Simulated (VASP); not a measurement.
# Tl (I4/mmm) in VASP: single point with PBE

Aim: the single point of Tl with PBE.

All numbers are computed with VASP 6.6.1; they aren't measurements. Logs are shortened: lines on timing, memory, paths and dates and some standing lists are left out, and cuts for length are marked.

## 1. The cell of the first run

It takes space group I4/mmm (No. 139, tetragonal). Conventional cell: a = 3.959 Å, b = 3.959 Å, c = 4.009 Å, α = 90.00°, β = 90.00°, γ = 90.00°. Tl (site symmetry 4/mmm) has 14 Tl at 3.44 to 4.01 Å within 4.5 Å.

## 2. Single point, PBE

INCAR reads:

```
SYSTEM = Tl
  PREC = Accurate
  ENCUT = 520
  EDIFF = 1E-6
  ISMEAR = 0
  SIGMA = 0.1
  LREAL = .False.
  LASPH = .True.
  NELM = 60
  ALGO = Fast
  ISIF = 2
  LWAVE = .False.
  LCHARG = .False.
  GGA = PE
  NBANDS = 12
```

KPOINTS reads:

```
Automatic mesh
0
Gamma
  20 20 20
  0 0 0
```

POSCAR reads:

```
Tl
1.0
   -1.9796178297      1.9796178297      2.0044748446
    1.9796178297     -1.9796178297      2.0044748446
    1.9796178297      1.9796178297     -2.0044748446
Tl
1
Direct
    0.5000000000      0.5000000000      0.0000000000
```

Potentials or basis: VASP PAW PBE potentials, release 64 (Tl_d).

Command:

```
$ cat potpaw_PBE.64/Tl_d/POTCAR > POTCAR
$ mpirun -np 1 vasp_std > vasp.out
```

OUTCAR:

```text
SYSTEM = Tl
   PREC = Accurate
   ENCUT = 520
   EDIFF = 1E-6
   ISMEAR = 0
   LREAL = .False.
   LASPH = .True.
   NELM = 60
   ISIF = 2
   GGA = PE

 ion  position               nearest neighbor table
   1  0.500  0.500  0.000-

  LATTYP: Found a body centered tetragonal cell.
 ALAT       =     3.9592356594
 C/A-ratio  =     1.0125564715

  Lattice vectors:

 A1 = (  -1.9796178297,   1.9796178297,   2.0044748446)
 A2 = (   1.9796178297,  -1.9796178297,   2.0044748446)
 A3 = (   1.9796178297,   1.9796178297,  -2.0044748446)

Analysis of symmetry for initial positions (statically):
=====================================================================
 Subroutine PRICEL returns:
 Original cell was already a primitive cell.

 Routine SETGRP: Setting up the symmetry group for a
 body centered tetragonal supercell.

 Subroutine GETGRP returns: Found 16 space group operations
 (whereof 16 operations were pure point group operations)
 out of a pool of 16 trial point group operations.

The static configuration has the point symmetry D_4h.

Analysis of symmetry for dynamics (positions and initial velocities):
=====================================================================
 Subroutine PRICEL returns:
 Original cell was already a primitive cell.

 Routine SETGRP: Setting up the symmetry group for a
 body centered tetragonal supercell.

 Subroutine GETGRP returns: Found 16 space group operations
 (whereof 16 operations were pure point group operations)
 out of a pool of 16 trial point group operations.

The dynamic configuration has the point symmetry D_4h.

 Subroutine INISYM returns: Found 16 space group operations
 (whereof 16 operations are pure point group operations),
 and found     1 'primitive' translations

----------------------------------------------------------------------------------------

                                     Primitive cell

  volume of cell :      31.4212

  direct lattice vectors                    reciprocal lattice vectors
    -1.979617830  1.979617830  2.004474845     0.000000000  0.252574003  0.249441893
     1.979617830 -1.979617830  2.004474845     0.252574003  0.000000000  0.249441893
     1.979617830  1.979617830 -2.004474845     0.252574003  0.252574003  0.000000000

  length of vectors
     3.443209681  3.443209681  3.443209681     0.354985753  0.354985753  0.357193581

  position of ions in fractional coordinates (direct lattice)
     0.500000000  0.500000000  0.000000000

  ion indices of the primitive-cell ions
   primitive index   ion index
                 1           1

----------------------------------------------------------------------------------------

 KPOINTS: Automatic mesh

Automatic generation of k-mesh.
 Grid dimensions read from file:
 generate k-points for:   20   20   20

 Generating k-lattice:

  Cartesian coordinates                     Fractional coordinates (reciprocal lattice)
     0.000000000  0.012628700  0.012472095     0.050000000  0.000000000 -0.000000000
     0.012628700  0.000000000  0.012472095     0.000000000  0.050000000 -0.000000000
     0.012628700  0.012628700  0.000000000     0.000000000  0.000000000  0.050000000

  Length of vectors
     0.017749288  0.017749288  0.017859679

  Shift w.r.t. Gamma in fractional coordinates (k-lattice)
     0.000000000  0.000000000  0.000000000

 Subroutine IBZKPT returns following result:
 ===========================================

 Found    641 irreducible k-points:

 Following reciprocal coordinates:
            Coordinates               Weight
  0.000000  0.000000  0.000000      1.000000
  0.050000  0.000000 -0.000000      8.000000
  0.100000  0.000000 -0.000000      8.000000
  0.150000  0.000000  0.000000      8.000000
  0.200000  0.000000 -0.000000      8.000000
  0.250000  0.000000 -0.000000      8.000000
[... 16 lines left out ...]
 -0.400000  0.050000  0.000000     16.000000
 -0.350000  0.050000  0.000000     16.000000
 [... further k-points ...]
   k-points           NKPTS =    641   k-points in BZ     NKDIM =    641   number of bands    NBANDS=     12
   number of dos      NEDOS =    301   number of ions     NIONS =      1
   total plane-waves  NPLWV =  21952
   dimension x,y,z NGX =    28 NGY =   28 NGZ =   28
   dimension x,y,z NGXF=    56 NGYF=   56 NGZF=   56
   ions per type =               1
   NGX,Y,Z   is equivalent  to a cutoff of  13.52, 13.52, 13.52 a.u.
   NGXF,Y,Z  is equivalent  to a cutoff of  27.04, 27.04, 27.04 a.u.
 SYSTEM =  Tl
   PREC   = accura    normal or accurate (medium, high low for compatibility)
   ISTART =      0    job   : 0-new  1-cont  2-samecut
   ICHARG =      2    charge: 1-file 2-atom 10-const
   ISPIN  =      1    spin polarized calculation?
   LNONCOLLINEAR =      F non collinear calculations
   LSORBIT =      F    spin-orbit coupling
   LASPH  =      T    aspherical Exc in radial PAW
   ENCUT  =  520.0 eV  38.22 Ry    6.18 a.u.   6.40  6.40  6.40*2*pi/ulx,y,z
   NELM   =     60;   NELMIN=  2; NELMDL= -5     # of ELM steps
   EDIFF  = 0.1E-05   stopping-criterion for ELM
   LREAL  =      F    real-space projection
   EDIFFG = 0.1E-04   stopping-criterion for IOM
   NSW    =      0    number of steps for IOM
   IBRION =     -1    ionic relax: 0-MD 1-quasi-New 2-CG
   NFREE  =      0    steps in history (QN), initial steepest desc. (CG)
   ISIF   =      2    stress and relaxation
   ISYM   =      2    0-nonsym 1-usesym 2-fastsym
   POTIM  = 0.5000    time-step for ionic-motion
   TEBEG  =    0.0;   TEEND  =   0.0 temperature during run
   PSTRESS=    0.0 pullay stress
   NELECT =      13.0000    total number of electrons
   NUPDOWN=      -1.0000    fix difference up-down
   EMIN   =  10.00;   EMAX   =-10.00  energy-range for DOS
   EFERMI =   0.00;   METHOD = LEGACY
   ISMEAR =     0;   SIGMA  =   0.10  broadening in eV -4-tet -1-fermi 0-gaus
   EFERMI_NEDOS =   21; number of points for ismear=-14 and -15
   IALGO  =     68    algorithm
   IMIX   =      4    mixing-type and parameters
     AMIX     =   0.40;   BMIX     =  1.00
     AMIX_MAG =   1.60;   BMIX_MAG =  1.00
  volume/ion in A,a.u.               =      31.42       212.04
  Fermi-wavevector in a.u.,A,eV,Ry     =   1.219874  2.305227 20.246716  1.488092
  Thomas-Fermi vector in A             =   2.355111
   LORBIT       =      0    0 simple, 1 ext, 2 COOP (PROOUT), +10 PAW based schemes
   GGA     = PE    functional components
   LHFCALC =     F    Hartree Fock is set to
   AEXX    =    0.0000 exact exchange contribution
   IVDW    =     0    specifies the selected vdW correction
   LEPSILON=     F    determine dielectric tensor
   LRPA    =     F    only Hartree local field effects (RPA)
 non-spin polarized calculation
 RMM-DIIS sequential band-by-band and
 Gauss-broadening in eV      SIGMA  =   0.10
  energy-cutoff  :      520.00
  volume of cell :       31.42
 maximum number of plane-waves:       887
 NGX is ok and might be reduce to    28
   NGX = 13   NGY = 13   NGZ = 13

 number of electron      12.9999998 magnetization

 Free energy of the ion-electron system (eV)
  ---------------------------------------------------
  ext. energy  EPLUGINS =         0.00000000
  ---------------------------------------------------
  free energy    TOTEN  =        -2.22230139 eV

  energy without entropy =       -2.21942789  energy(sigma->0) =       -2.22086464

 E-fermi :   5.6428     XC(G=0):  -9.7295

 val. band max:        5.6390391146   @ k =  -0.2000   0.4500   0.0500
 cond. band min:       5.6428248414   @ k =   0.5000   0.2500   0.1000
 fundamental gap:      0.0037857268
 Fermi energy:         5.6427685406

 k-point     1 :       0.0000    0.0000    0.0000
  band No.  band energies     occupation
      1      -5.9292      2.00000
      2      -5.9292      2.00000
      3      -5.9163      2.00000
      4      -5.5882      2.00000
      5      -5.5762      2.00000
      6      -3.8013      2.00000
      7      15.4403      0.00000
      8      15.5246      0.00000
      9      15.5246      0.00000
     10      17.6472      0.00000
     11      17.7966      0.00000
     12      17.7966      0.00000

 k-point     2 :       0.0500    0.0000   -0.0000
  band No.  band energies     occupation
      1      -5.9283      2.00000
      2      -5.9261      2.00000
      3      -5.9077      2.00000
      4      -5.5911      2.00000
      5      -5.5773      2.00000
      6      -3.7498      2.00000
      7      14.8627      0.00000
      8      15.3309      0.00000
      9      15.3960      0.00000
     10      17.4148      0.00000
     11      17.6883      0.00000
     12      17.7232      0.00000

 k-point     3 :       0.1000    0.0000   -0.0000
  band No.  band energies     occupation
      1      -5.9367      2.00000
      2      -5.9184      2.00000
      3      -5.8718      2.00000
      4      -5.6007      2.00000
      5      -5.5791      2.00000
      6      -3.5939      2.00000
      7      13.5034      0.00000
      8      14.8345      0.00000
      9      15.1246      0.00000
     10      16.9503      0.00000
     11      17.5385      0.00000
     12      17.6405      0.00000
[... 286 lines left out ...]
 k-point    23 :      -0.4000    0.0500    0.0000
  band No.  band energies     occupation
      1      -6.0372      2.00000
      2      -5.9783      2.00000
      3      -5.6256      2.00000
      4      -5.5836      2.00000
      5      -5.4522      2.00000
      6      -0.8271      2.00000
      7       5.3122      2.00000
      8      11.2710      0.00000
      9      12.6442      0.00000
     10      15.5699      0.00000
     11      16.8117      0.00000
     12      19.5928      0.00000

 k-point    24 :      -0.3500    0.0500    0.0000
  band No.  band energies     occupation
      1      -6.0201      2.00000
      2      -5.9528      2.00000
      3      -5.6333      2.00000
      4      -5.5837      2.00000
      5      -5.5244      2.00000
      6      -1.5308      2.00000
      7       6.6124      0.00000
      8      11.6847      0.00000
      9      12.9383      0.00000
     10      15.7369      0.00000
     11      16.9352      0.00000
     12      19.0168      0.00000

 [... further k-points ...]

------------------------ aborting loop because EDIFF is reached ----------------------------------------

  FORCE on cell =-STRESS in cart. coord.  units (eV):
  Direction    XX          YY          ZZ          XY          YZ          ZX
  --------------------------------------------------------------------------------------
  -------------------------------------------------------------------------------------
  Total       -0.0094909     -0.0094909     -0.0131204      0.0000000      0.0000000      0.0000000
  in kB       -0.4839428     -0.4839428     -0.6690127      0.0000000      0.0000000      0.0000000
  external PRESSURE =      -0.5456327 kB  Pullay stress =       0.0000000 kB

 VOLUME and BASIS-vectors are now :
 -----------------------------------------------------------------------------
  energy-cutoff  :      520.00
  volume of cell :       31.42
      direct lattice vectors                 reciprocal lattice vectors
    -1.979617830  1.979617830  2.004474845     0.000000000  0.252574003  0.249441893
     1.979617830 -1.979617830  2.004474845     0.252574003  0.000000000  0.249441893
     1.979617830  1.979617830 -2.004474845     0.252574003  0.252574003  0.000000000

 POSITION                                       TOTAL-FORCE (eV/Angst)
 -----------------------------------------------------------------------------------
      0.00000      0.00000      2.00447         0.000000     -0.000000     -0.000000
 -----------------------------------------------------------------------------------
    total drift:                                0.000000     -0.000000      0.000000

  FREE ENERGIE OF THE ION-ELECTRON SYSTEM (eV)
  ---------------------------------------------------
  free  energy   TOTEN  =        -2.2223013882 eV

  energy  without entropy=       -2.2194278890  energy(sigma->0) =       -2.22086464
```

Wall time 98 s (1 thread of AMD EPYC 9R45 (Zen 5), shared host); peak memory 0.32 GiB.

What came out:

```yaml
Free_energy: -2.2223 eV
Pressure: -0.1 GPa
```

Caveat: spin-orbit coupling is left out, which moves the levels of the heavy elements.
